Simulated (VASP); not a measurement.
A run of VASP 6.6.1 is set up as follows.

Contents of INCAR:

```
ALGO = Normal
EDIFF = 1E-6
ENCUT = 520
GGA = RP
ISIF = 2
ISMEAR = -1
LASPH = True
LCHARG = False
LREAL = False
LWAVE = False
NBANDS = 11
NELM = 80
PREC = Accurate
SIGMA = 0.1
```

The input KPOINTS:

```
k-points
0
Gamma
  10 10 10
```

The input POSCAR:

```
Ba
1.0
    0.0000000000      3.3030094463      3.3030094463
    3.3030094463      0.0000000000      3.3030094463
    3.3030094463      3.3030094463      0.0000000000
Ba
1
Direct
    0.0000000000      0.0000000000      0.0000000000
```

Potentials or basis: VASP PAW PBE potentials, release 64 (Ba_sv).

Run with:

```console
$ cat potpaw_PBE.64/Ba_sv/POTCAR > POTCAR
$ mpirun -np 1 vasp_std > vasp.out
```

Q: Predict the band gap on the k mesh.

A: Zero (band 5 reaches 1.39 eV, above the bottom of band 6 at 1.32 eV).

Q: What does it give for the pressure?

A: -0.2 GPa.

Caveat: the PAW data sets were made with another functional, which shifts forces and pressure a little; spin-orbit coupling is left out, which moves the levels of the heavy elements.
